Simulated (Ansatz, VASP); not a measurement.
## Two plane-wave programs on Ni

```
CELL_PARAMETERS angstrom
3.84600 0.00000 0.00000
-1.92300 3.33074 0.00000
0.00000 0.00000 4.25935
ATOMIC_POSITIONS crystal
Ni 0.00000 0.00000 0.25000
Ni 0.00000 0.00000 0.75000
Ni 0.33333 0.66667 0.75000
Ni 0.66667 0.33333 0.25000
```

Alike in both runs: functional r2SCAN; k mesh 9 × 9 × 4; occupations gaussian, width 0.1 eV; collinear spin.

Ansatz relaxed the structure, and its values are those at the end. VASP's run is a single point on that final structure, the one shown.

|  | VASP | Ansatz |
| --- | --- | --- |
| version | VASP 6.6.1 | Ansatz 0.2.0 |
| potentials or method | VASP PAW PBE potentials, release 64 (Ni), cutoff 520 eV | scalar-relativistic, plane waves, PAW |
| valence electrons in the cell | 40 | 72 |

```csv
,VASP,Ansatz,Ansatz less VASP
gap on the k mesh at the Fermi level (eV),none,none,-
pressure (GPa),0.0,-0.1,-0.04
net moment per atom (μB),0.81,0.82,+0.010
size of the moment on the site where the two differ most (μB),0.87,0.94,+0.068
```

VASP's potentials were made for PBE, not for r2SCAN. Site moments also hang on the region over which each program counts them. A gap of «none» marks a metal or a gap that the smearing closes. The functional is the same, so the differences come from potentials, cutoffs and numerics. VASP's potentials hold 40 valence electrons a cell and Ansatz's 72, so a difference there can come from the potentials and not from the codes. Ansatz's warnings: cell relax basis refresh.

The k mesh is coarse, so the values compare programs but aren't converged.
